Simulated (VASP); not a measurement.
Set up this calculation in VASP 6.6.1, as the native input.

- Task: single point
- Functional: PBEsol
- Potentials or basis: VASP PAW PBE potentials, release 64 (B, N)
- Cutoff: 520 eV
- k mesh: 6 × 6 × 10
- Occupations: gaussian, width 0.05 eV
- Spin: no spin polarisation
- Dipole correction: no
- Further INCAR settings: ALGO = Normal; EDIFF = 1e-06; NBANDS = 26

The structure of BN lies in POSCAR:

```
BN
1.0
    4.2993000000      0.0000000000      0.0000000000
    0.0000000000      4.2993000000      0.0000000000
    0.0000000000      0.0000000000      2.3096000000
B N
4 4
Direct
    0.1741337327      0.8258662673      0.5000000000
    0.3258662673      0.3258662673      0.0000000000
    0.6741337327      0.6741337327      0.0000000000
    0.8258662673      0.1741337327      0.5000000000
    0.8123909516      0.8123909516      0.5000000000
    0.3123909516      0.6876090484      0.0000000000
    0.6876090484      0.3123909516      0.0000000000
    0.1876090484      0.1876090484      0.5000000000
```

One way to write it, as run:

INCAR

```
SYSTEM = BN
PREC = Accurate
ENCUT = 520
EDIFF = 1E-6
ISMEAR = 0
SIGMA = 0.05
LREAL = .False.
LASPH = .True.
NELM = 80
ALGO = Normal
ISIF = 2
LWAVE = .False.
LCHARG = .False.
GGA = PS
NBANDS = 26
```

KPOINTS

```
regular mesh
0
Gamma
  6 6 10
  0 0 0
```

Potentials or basis: VASP PAW PBE potentials, release 64 (B, N).

Launch:

```bash
$ cat potpaw_PBE.64/B/POTCAR potpaw_PBE.64/N/POTCAR > POTCAR
$ mpirun -np 1 vasp_std > vasp.out
```

Results of the run:

| Quantity | Value |
| --- | --- |
| Pressure | 72.5 GPa |
| Largest force | 1.028 eV/Å |
| Band gap on the k mesh | 4.35 eV, indirect (least direct gap 5.90 eV) |

Caveat: the PAW data sets were made with another functional, which shifts forces and pressure a little.

Wall time 17 s on 1 thread of Intel(R) Xeon(R) 6975P-C (Granite Rapids), on a shared host, peak memory 0.17 GiB.
